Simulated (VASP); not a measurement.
Runs of VASP 6.6.1 on Sb. The structure is that of space group Pm-3m (No. 221), or close to it. The cells are those of the table. 

```tsv
task	cell	cutoff (eV)	gap on the mesh (eV)	pressure (GPa)
single point	a = 3.173, b = 4.484, c = 4.327 Å, angles 90.0, 90.1, 90.0°, 2 atoms	520	none	-1.3
single point	a = 3.110, b = 4.396, c = 4.395 Å, angles 90.0, 90.1, 90.0°, 2 atoms	520	none	0.0
single point	a = 3.110, b = 4.396, c = 4.307 Å, angles 90.0, 90.1, 90.0°, 2 atoms	520	none	(a)
relaxation of cell and atoms	relaxed to -3 GPa from a = 3.140, b = 4.438, c = 4.437 Å, angles 90.0, 90.1, 90.0°, 2 atoms	600	none	-3.0
single point	a = 3.173, b = 4.484, c = 4.342 Å, angles 90.0, 90.1, 90.0°, 2 atoms	520	none	-1.4
```

Alike in all rows: level PBE; potentials or basis VASP PAW PBE potentials, release 64 (Sb); no spin polarisation; k mesh 14 × 10 × 10; smearing gaussian 0.1 eV.

Q: Fill in the values left out.

A: (a) 1.1.

Caveats: spin-orbit coupling is left out, which moves the levels of the heavy elements; the cell is relaxed towards a set pressure, so the enthalpy falls and the energy may rise (some runs).

A k mesh can miss the band edges, and the runs leave out spin-orbit coupling on Sb.

A gap of «none» marks levels without a gap at the run's occupations.
